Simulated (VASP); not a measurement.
BaZr2O5:

```
CELL_PARAMETERS angstrom
2.10000 -6.25000 0.00000
2.10000 6.25000 0.00000
0.00000 0.00000 4.20000
ATOMIC_POSITIONS crystal
Ba 0.50000 0.50000 0.50000
Zr 0.16800 0.83200 0.00000
Zr 0.83200 0.16800 0.00000
O 0.00000 0.00000 0.00000
O 0.17000 0.83000 0.50000
O 0.83000 0.17000 0.50000
O 0.65500 0.34500 0.00000
O 0.34500 0.65500 0.00000
```

| Property | Result |
| --- | --- |
| Program | VASP 6.6.1 |
| Task | relaxation of cell and atoms |
| Functional | PBE |
| Potentials or basis | VASP PAW PBE potentials, release 64 (Ba_sv, Zr_sv, O) |
| Cutoff | 600 eV |
| k mesh | 3 × 3 × 3 |
| Occupations | gaussian, width 0.15 eV |
| Spin | no spin polarisation |

At the start: pressure 5.9 GPa; volume 13.78 Å³/atom.

Task: How do energy, volume and symmetry change on relaxing?

Result: Over 14 steps the energy falls by 204.0 meV/atom and the volume is 14.71 Å³/atom (+6.8 %); space group Cmmm (No. 65, to 0.1 Å) before and after.

Step by step:
```tsv
step	energy change (eV)	largest force (eV/Å)	pressure (GPa)	volume (Å³)
1	0.0000	3.1637	5.94	110.25
2	-0.6699	1.7157	-1.88	118.31
3	-0.8007	0.9514	-0.53	115.91
4	-0.9827	0.9011	0.05	115.96
5	-1.3421	0.8923	2.01	116.01
6	-1.0855	1.7084	6.99	115.59
7	-1.4454	0.7138	3.28	115.96
8	-1.5510	0.4402	0.81	117.59
9	-1.5696	0.7543	-0.58	118.66
10	-1.5933	0.5031	-0.48	118.48
11	-1.6197	0.2651	-0.02	118.00
12	-1.6258	0.1735	-0.03	117.92
13	-1.6291	0.0822	-0.04	117.81
14	-1.6323	0.0168	0.01	117.71
```

Final structure:
```
Ba Zr O
1.0
     2.10317   -6.78485    0.00000
     2.10317    6.78485    0.00000
     0.00000    0.00000    4.12458
Ba Zr O
1 2 5
Direct
  0.50000 0.50000 0.50000
  0.15712 0.84288 0.00000
  0.84288 0.15712 0.00000
  0.00000 0.00000 0.00000
  0.13720 0.86280 0.50000
  0.86280 0.13720 0.50000
  0.68009 0.31991 0.00000
  0.31991 0.68009 0.00000
```

Caveat: the k points lie up to 0.52 Å⁻¹ apart in the final cell.
